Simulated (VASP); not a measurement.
Runs of VASP 6.6.1 on CdS. The structure is cubic, space group F-43m (No. 216). Conventional cell: a = 5.878 Å, b = 5.878 Å, c = 5.878 Å, α = 90.00°, β = 90.00°, γ = 90.00°. Cd (site symmetry -43m) has 4 S at 2.55 Å within 3.4 Å. S (site symmetry -43m) has 4 Cd at 2.55 Å within 3.4 Å. 

| task | level | spin | k mesh | cutoff (eV) | smearing | grid for exact exchange (PRECFOCK) | gap on the mesh (eV) | pressure (GPa) |
| --- | --- | --- | --- | --- | --- | --- | --- | --- |
| single point | r2SCAN | off | 8 × 8 × 8 | 520 | gaussian 0.01 eV | - | 1.54 | 0.3 |
| single point | PBE | non-collinear, zero start, SOC | 8 × 8 × 8 | 520 | fermi-dirac 0.02 eV | - | - | 1.7 |
| single point | PBE0 | off | 6 × 6 × 6 | 520 | gaussian 0.01 eV | Normal | 2.77 | 0.3 |
| single point | PBE | off | 4 × 4 × 4 | 500 | gaussian 0.01 eV | - | (a) | 1.9 |
| dielectric tensor | r2SCAN | off | 6 × 6 × 6 | 520 | gaussian 0.01 eV | - | 1.54 | - |

Alike in all rows: potentials or basis VASP PAW PBE potentials, release 64 (Cd, S); cell as given.

Problem. Fill in the values left out.

Solution. (a) 1.09.

Caveats: some runs use coarse meshes; the PAW data sets were made with another functional, which shifts forces and pressure a little (some runs).

A k mesh can miss the band edges, and rows without SOC leave out spin-orbit coupling on Cd.
